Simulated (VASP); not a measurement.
# ZnAu: single point with PBEsol

Crystal: ZnAu.

```
Au Zn
1.0
     3.18841    0.00000    0.00000
     0.00000    3.18841    0.00000
     0.00000    0.00000    3.18841
Au Zn
1 1
Direct
  0.00000 0.00000 0.00000
  0.50000 0.50000 0.50000
```

This cell differs from its parent crystal: volume scaled by 1.04.

```
Program             : VASP 6.6.1
Task                : single point
Functional          : PBEsol
Potentials or basis : VASP PAW PBE potentials, release 64 (Au, Zn)
Cutoff              : 520 eV
k mesh              : 8 × 8 × 8
Occupations         : fermi-dirac, width 0.05 eV
Spin                : no spin polarisation
```

```yaml
Pressure: -6.6 GPa
```

Levels at points of the mesh, in eV from the Fermi level:
```tsv
k point	band 7	band 8	band 9	band 10	band 11	band 12	band 13	band 14	band 15	band 16
(0.00, 0.00, 0.00)	-5.13	-5.13	-3.52	-3.52	-3.52	5.03	5.03	5.03	8.47	11.98
(0.50, 0.00, 0.00)	-5.43	-5.20	-4.61	-4.61	-3.66	-2.23	10.47	10.97	10.97	11.00
(0.50, 0.50, 0.00)	-4.78	-3.86	-3.86	-2.96	-1.73	-1.73	0.81	2.40	10.29	12.64
(0.50, 0.50, 0.50)	-6.04	-6.04	-2.91	-2.91	1.40	3.43	3.81	3.81	3.81	5.83
```

Run time: 5.3 s on 1 thread of Intel(R) Xeon(R) 6975P-C (Granite Rapids), on a shared host, peak memory 0.15 GiB.

Caveat: the PAW data sets were made with another functional, which shifts forces and pressure a little; spin-orbit coupling is left out, which moves the levels of the heavy elements.
